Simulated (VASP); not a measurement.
# GaN (P6_3mc) in VASP: further runs, part 2 of 2

VASP 6.6.1. The steps go on from the part before.

### 5 Single point, r2SCAN (biaxial xy strain +4.5%)

POSCAR

```
GaN
1.0
    3.3251180526      0.0000000000      0.0000000000
   -1.6625590263      2.8796367041      0.0000000000
    0.0000000000      0.0000000000      5.1836255286
Ga N
2 2
Direct
    0.3333333333      0.6666666667     -0.0036687774
    0.6666666667      0.3333333333      0.4963312226
    0.3333333333      0.6666666667      0.3786687774
    0.6666666667      0.3333333333      0.8786687774
```

INCAR.step1

```
PREC     = Accurate       # precision mode
ENCUT    = 520            # plane-wave cutoff, eV
ISMEAR   = 0              # smearing method
SIGMA    = 0.01           # smearing width, eV
LREAL    = False          # projectors in reciprocal space
LASPH    = True           # aspherical terms in the spheres
NELM     = 60             # most SCF steps
NBANDS   = 26             # bands
GGA      = PE             # functional
ALGO     = Normal         # electronic algorithm
EDIFF    = 1E-4           # SCF threshold, eV
LWAVE    = True           # write WAVECAR
LCHARG   = False          # write CHGCAR
```

INCAR.step2

```
PREC     = Accurate       # precision mode
ENCUT    = 520            # plane-wave cutoff, eV
EDIFF    = 1E-6           # SCF threshold, eV
ISMEAR   = 0              # smearing method
SIGMA    = 0.01           # smearing width, eV
LREAL    = False          # projectors in reciprocal space
LASPH    = True           # aspherical terms in the spheres
NELM     = 60             # most SCF steps
ALGO     = Normal         # electronic algorithm
ISIF     = 2              # what is computed and relaxed
LWAVE    = False          # write WAVECAR
LCHARG   = True           # write CHGCAR
METAGGA  = R2SCAN         # meta-GGA
LMIXTAU  = True         
LELF     = True           # ELF
LVHAR    = True         
NBANDS   = 26             # bands
ISTART   = 1
```

KPOINTS

```
Automatic mesh
0
Gamma
  12 12 6
```

Potentials or basis: VASP PAW PBE potentials, release 64 (Ga_d, N).

Command:

```console
$ cat potpaw_PBE.64/Ga_d/POTCAR potpaw_PBE.64/N/POTCAR > POTCAR
$ cp INCAR.step1 INCAR
$ mpirun -np 1 vasp_std > vasp.out
$ cp INCAR.step2 INCAR
$ mpirun -np 1 vasp_std > vasp.out
```

OUTCAR:

```text
PREC = Accurate
   ENCUT = 520
   EDIFF = 1E-6
   ISMEAR = 0
   LREAL = False
   LASPH = True
   NELM = 60
   ISIF = 2
   METAGGA = R2SCAN
   ISTART = 1

 ion  position               nearest neighbor table
   1  0.333  0.667  0.996-   3 1.98   4 2.01   4 2.01   4 2.01
   2  0.667  0.333  0.496-   4 1.98   3 2.01   3 2.01   3 2.01
   3  0.333  0.667  0.379-   1 1.98   2 2.01   2 2.01   2 2.01
   4  0.667  0.333  0.879-   2 1.98   1 2.01   1 2.01   1 2.01

  LATTYP: Found a hexagonal cell.
 ALAT       =     3.3251180526
 C/A-ratio  =     1.5589297723

  Lattice vectors:

 A1 = (   3.3251180526,   0.0000000000,   0.0000000000)
 A2 = (  -1.6625590263,   2.8796367041,   0.0000000000)
 A3 = (   0.0000000000,   0.0000000000,   5.1836255286)

Analysis of symmetry for initial positions (statically):
=====================================================================
 Subroutine PRICEL returns:
 Original cell was already a primitive cell.

 Routine SETGRP: Setting up the symmetry group for a
 hexagonal supercell.

 Subroutine GETGRP returns: Found 12 space group operations
 (whereof  6 operations were pure point group operations)
 out of a pool of 24 trial point group operations.

The static configuration has the point symmetry C_3v.
 The point group associated with its full space group is C_6v.

Analysis of symmetry for dynamics (positions and initial velocities):
=====================================================================
 Subroutine PRICEL returns:
 Original cell was already a primitive cell.

 Routine SETGRP: Setting up the symmetry group for a
 hexagonal supercell.

 Subroutine GETGRP returns: Found 12 space group operations
 (whereof  6 operations were pure point group operations)
 out of a pool of 24 trial point group operations.

The dynamic configuration has the point symmetry C_3v.
 The point group associated with its full space group is C_6v.

 Subroutine INISYM returns: Found 12 space group operations
 (whereof  6 operations are pure point group operations),
 and found     1 'primitive' translations

----------------------------------------------------------------------------------------

                                     Primitive cell

  volume of cell :      49.6339

  direct lattice vectors                    reciprocal lattice vectors
     3.325118053  0.000000000  0.000000000     0.300741202  0.173633014  0.000000000
    -1.662559026  2.879636704  0.000000000     0.000000000  0.347266028  0.000000000
     0.000000000  0.000000000  5.183625529     0.000000000  0.000000000  0.192915170

  length of vectors
     3.325118053  3.325118053  5.183625529     0.347266028  0.347266028  0.192915170

  position of ions in fractional coordinates (direct lattice)
     0.333333333  0.666666667  0.996331223
     0.666666667  0.333333333  0.496331223
     0.333333333  0.666666667  0.378668777
     0.666666667  0.333333333  0.878668777

  ion indices of the primitive-cell ions
   primitive index   ion index
                 1           1
                 2           2
                 3           3
                 4           4

----------------------------------------------------------------------------------------

 KPOINTS: Automatic mesh

Automatic generation of k-mesh.
 Grid dimensions read from file:
 generate k-points for:   12   12    6

 Generating k-lattice:

  Cartesian coordinates                     Fractional coordinates (reciprocal lattice)
     0.025061767  0.014469418  0.000000000     0.083333333  0.000000000  0.000000000
     0.000000000  0.028938836  0.000000000     0.000000000  0.083333333  0.000000000
     0.000000000  0.000000000  0.032152528     0.000000000  0.000000000  0.166666667

  Length of vectors
     0.028938836  0.028938836  0.032152528

  Shift w.r.t. Gamma in fractional coordinates (k-lattice)
     0.000000000  0.000000000  0.000000000

 Subroutine IBZKPT returns following result:
 ===========================================

 Found     76 irreducible k-points:

 Following reciprocal coordinates:
            Coordinates               Weight
  0.000000  0.000000  0.000000      1.000000
  0.083333  0.000000  0.000000      6.000000
  0.166667  0.000000  0.000000      6.000000
  0.250000  0.000000  0.000000      6.000000
  0.333333  0.000000  0.000000      6.000000
  0.416667  0.000000  0.000000      6.000000
[... 16 lines left out ...]
  0.250000  0.000000  0.166667     12.000000
  0.333333  0.000000  0.166667     12.000000
 [... further k-points ...]
   k-points           NKPTS =     76   k-points in BZ     NKDIM =     76   number of bands    NBANDS=     26
   number of dos      NEDOS =    301   number of ions     NIONS =      4
   total plane-waves  NPLWV =  31360
   dimension x,y,z NGX =    28 NGY =   28 NGZ =   40
   dimension x,y,z NGXF=    56 NGYF=   56 NGZF=   80
   ions per type =               2   2
   NGX,Y,Z   is equivalent  to a cutoff of  14.00, 14.00, 12.83 a.u.
   NGXF,Y,Z  is equivalent  to a cutoff of  28.00, 28.00, 25.66 a.u.
 SYSTEM =  unknown system
   PREC   = accura    normal or accurate (medium, high low for compatibility)
   ISTART =      1    job   : 0-new  1-cont  2-samecut
   ICHARG =      0    charge: 1-file 2-atom 10-const
   ISPIN  =      1    spin polarized calculation?
   LNONCOLLINEAR =      F non collinear calculations
   LSORBIT =      F    spin-orbit coupling
   LASPH  =      T    aspherical Exc in radial PAW
   ENCUT  =  520.0 eV  38.22 Ry    6.18 a.u.   6.18  6.18  9.64*2*pi/ulx,y,z
   NELM   =     60;   NELMIN=  2; NELMDL=  0     # of ELM steps
   EDIFF  = 0.1E-05   stopping-criterion for ELM
   LREAL  =      F    real-space projection
   EDIFFG = 0.1E-04   stopping-criterion for IOM
   NSW    =      0    number of steps for IOM
   IBRION =     -1    ionic relax: 0-MD 1-quasi-New 2-CG
   NFREE  =      0    steps in history (QN), initial steepest desc. (CG)
   ISIF   =      2    stress and relaxation
   ISYM   =      2    0-nonsym 1-usesym 2-fastsym
   POTIM  = 0.5000    time-step for ionic-motion
   TEBEG  =    0.0;   TEEND  =   0.0 temperature during run
   PSTRESS=    0.0 pullay stress
   NELECT =      36.0000    total number of electrons
   NUPDOWN=      -1.0000    fix difference up-down
   EMIN   =  10.00;   EMAX   =-10.00  energy-range for DOS
   EFERMI =   0.00;   METHOD = LEGACY
   ISMEAR =     0;   SIGMA  =   0.01  broadening in eV -4-tet -1-fermi 0-gaus
   EFERMI_NEDOS =   21; number of points for ismear=-14 and -15
   IALGO  =     38    algorithm
   IMIX   =      4    mixing-type and parameters
     AMIX     =   0.40;   BMIX     =  1.00
     AMIX_MAG =   1.60;   BMIX_MAG =  1.00
  volume/ion in A,a.u.               =      12.41        83.74
  Fermi-wavevector in a.u.,A,eV,Ry     =   1.470899  2.779596 29.436803  2.163544
  Thomas-Fermi vector in A             =   2.586100
   LORBIT       =      0    0 simple, 1 ext, 2 COOP (PROOUT), +10 PAW based schemes
   METAGGA = R2SCAN    functional components
   LHFCALC =     F    Hartree Fock is set to
   AEXX    =    0.0000 exact exchange contribution
   IVDW    =     0    specifies the selected vdW correction
   LEPSILON=     F    determine dielectric tensor
   LRPA    =     F    only Hartree local field effects (RPA)
 non-spin polarized calculation
 Gauss-broadening in eV      SIGMA  =   0.01
  energy-cutoff  :      520.00
  volume of cell :       49.63
 maximum number of plane-waves:      1350
 NGX is ok and might be reduce to    28
   NGX = 13   NGY = 13   NGZ = 19

 number of electron      35.9999999 magnetization

 Free energy of the ion-electron system (eV)
  ---------------------------------------------------
  ext. energy  EPLUGINS =         0.00000000
  ---------------------------------------------------
  free energy    TOTEN  =       -43.59715828 eV

  energy without entropy =      -43.59715828  energy(sigma->0) =      -43.59715828

 E-fermi :   4.3904     XC(G=0): -12.1553

 val. band max:        4.2972963354   @ k =   0.0000   0.0000   0.0000
 cond. band min:       5.9641613776   @ k =   0.0000   0.0000   0.0000
 fundamental gap:      1.6668650422
 Fermi energy:         4.3904057626

 k-point     1 :       0.0000    0.0000    0.0000
  band No.  band energies     occupation
      1     -11.8999      2.00000
      2     -11.1484      2.00000
      3      -9.5992      2.00000
      4      -9.5888      2.00000
      5      -9.5888      2.00000
      6      -9.5318      2.00000
[... 18 lines left out ...]
     25      15.7848      0.00000
     26      15.8027      0.00000
[... 644 lines left out ...]
      4      -9.5273      2.00000
      5      -9.4699      2.00000
      6      -9.4252      2.00000
[... 18 lines left out ...]
     25      15.7224      0.00000
     26      17.2697      0.00000

 [... further k-points ...]
[... 5 lines left out ...]
  --------------------------------------------------------------------------------------
  -------------------------------------------------------------------------------------
  Total       -5.3195960     -5.3195960     -1.7895048      0.0000000      0.0000000      0.0000000
  in kB     -171.7160321   -171.7160321    -57.7650389      0.0000000      0.0000000      0.0000000
  external PRESSURE =    -133.7323677 kB  Pullay stress =       0.0000000 kB

 VOLUME and BASIS-vectors are now :
 -----------------------------------------------------------------------------
  energy-cutoff  :      520.00
  volume of cell :       49.63
      direct lattice vectors                 reciprocal lattice vectors
     3.325118053  0.000000000  0.000000000     0.300741202  0.173633014  0.000000000
    -1.662559026  2.879636704  0.000000000     0.000000000  0.347266028  0.000000000
     0.000000000  0.000000000  5.183625529     0.000000000  0.000000000  0.192915170

 POSITION                                       TOTAL-FORCE (eV/Angst)
 -----------------------------------------------------------------------------------
     -0.00000      1.91976      5.16461        -0.000000      0.000000     -0.016953
      1.66256      0.95988      2.57280         0.000000     -0.000000     -0.016953
     -0.00000      1.91976      1.96288         0.000000      0.000000      0.016953
      1.66256      0.95988      4.55469         0.000000     -0.000000      0.016953
 -----------------------------------------------------------------------------------
    total drift:                                0.000001      0.000001     -0.011853

  FREE ENERGIE OF THE ION-ELECTRON SYSTEM (eV)
  ---------------------------------------------------
  free  energy   TOTEN  =       -43.5971582830 eV

  energy  without entropy=      -43.5971582830  energy(sigma->0) =      -43.59715828
```

Wall time 6 min (1 thread of Intel Xeon Platinum 8488C (Sapphire Rapids), shared host); peak memory 0.23 GiB.

Results:

```
Free energy            : -43.5972 eV
Pressure               : -13.4 GPa
Largest force          : 0.017 eV/Å
Band gap on the k mesh : 1.67 eV, direct
```

Forces on the atoms (eV/Å):
```
Ga   0.000  0.000 -0.017
Ga   0.000  0.000 -0.017
N    0.000  0.000  0.017
N    0.000  0.000  0.017
```

Levels at points of the mesh, in eV from the valence-band top:
```tsv
k point	band 15	band 16	band 17	band 18	band 19	band 20	band 21	band 22
(0.00, 0.00, 0.00)	-1.25	-0.16	-0.16	0.00	1.67	3.68	9.61	9.61
(0.50, 0.00, 0.00)	-3.99	-2.81	-2.05	-1.03	4.88	5.45	6.56	8.62
(0.00, 0.00, 0.50)	-0.72	-0.72	-0.72	-0.72	3.95	3.95	8.77	8.77
(0.50, 0.00, 0.50)	-2.00	-2.00	-1.68	-1.68	4.57	4.57	7.81	7.81
```

Caveat: the cell differs from its parent crystal (biaxial xy strain +4.5%); the PAW data sets were made with another functional, which shifts forces and pressure a little.

### 6 Summary

```tsv
level	cell	smearing	gap on the mesh (eV)	pressure (GPa)	largest force (eV/Å)
PBE	a = 3.183, b = 3.183, c = 5.281 Å, angles 90.0, 90.0, 120.0°, 4 atoms	fermi-dirac 0.02 eV	1.74	2.7	0.01
PBE	a = 3.325, b = 3.325, c = 5.184 Å, angles 90.0, 90.0, 120.0°, 4 atoms	fermi-dirac 0.02 eV	1.29	-7.9	0.03
r2SCAN	a = 3.183, b = 3.183, c = 5.281 Å, angles 90.0, 90.0, 120.0°, 4 atoms	gaussian 0.01 eV	2.14	-2.5	0.01
r2SCAN	a = 3.325, b = 3.325, c = 5.184 Å, angles 90.0, 90.0, 120.0°, 4 atoms	gaussian 0.01 eV	1.67	-13.4	0.02
```

Alike in all rows: task single point; potentials or basis VASP PAW PBE potentials, release 64 (Ga_d, N); no spin polarisation; k mesh 12 × 12 × 6; cutoff (eV) 520.

Caveats: the PAW data sets were made with another functional, which shifts forces and pressure a little (some runs).

Absolute energies hang on the potentials; compare differences alone.
